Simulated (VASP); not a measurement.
Runs of VASP 6.6.1 on CdTe. The structure is that of space group F-43m (No. 216), or close to it. The cells are those of the table. 

| task | level | spin | cell | k mesh | cutoff (eV) | smearing | grid for exact exchange (PRECFOCK) | share of exact exchange | screening parameter | gap on the mesh (eV) | pressure (GPa) |
| --- | --- | --- | --- | --- | --- | --- | --- | --- | --- | --- | --- |
| single point | PBE0 | off | a = 4.638 Å, angles 60.0°, 2 atoms | 4 × 4 × 4 | 520 | gaussian 0.01 eV | Normal | 0.25 | - | (b) | (c) |
| single point | r2SCAN0 | off | a = 4.638 Å, angles 60.0°, 2 atoms | 4 × 4 × 4 | 520 | gaussian 0.01 eV | Normal | 0.25 | - | 2.43 | (a) |
| single point | HSE06 | off | a = 4.638 Å, angles 60.0°, 2 atoms | 4 × 4 × 4 | 520 | gaussian 0.01 eV | Normal | 0.25 | 0.2079 1/Å | 1.44 | 0.2 |
| single point | PBE | non-collinear, zero start, SOC | a = 4.638 Å, angles 60.0°, 2 atoms | 6 × 6 × 6 | 520 | fermi-dirac 0.02 eV | - | - | - | - | 1.2 |
| relaxation of cell and atoms | r2SCAN | off | relaxed from a = 4.680 Å, angles 60.0°, 2 atoms | 6 × 6 × 6 | 600 | fermi-dirac 0.02 eV | - | - | - | 1.15 | 0.0 |

Alike in all rows: potentials or basis VASP PAW PBE potentials, release 64 (Cd, Te).

Q: Estimate the missing entries.

A: (a) -0.5; (b) 2.12; (c) 0.1.

Caveats: the PAW data sets were made with another functional, which shifts forces and pressure a little (at least some runs); spin-orbit coupling is left out, which moves the levels of the heavy elements (at least some runs).

A k mesh can miss the band edges, and rows without SOC leave out spin-orbit coupling on Cd, Te.
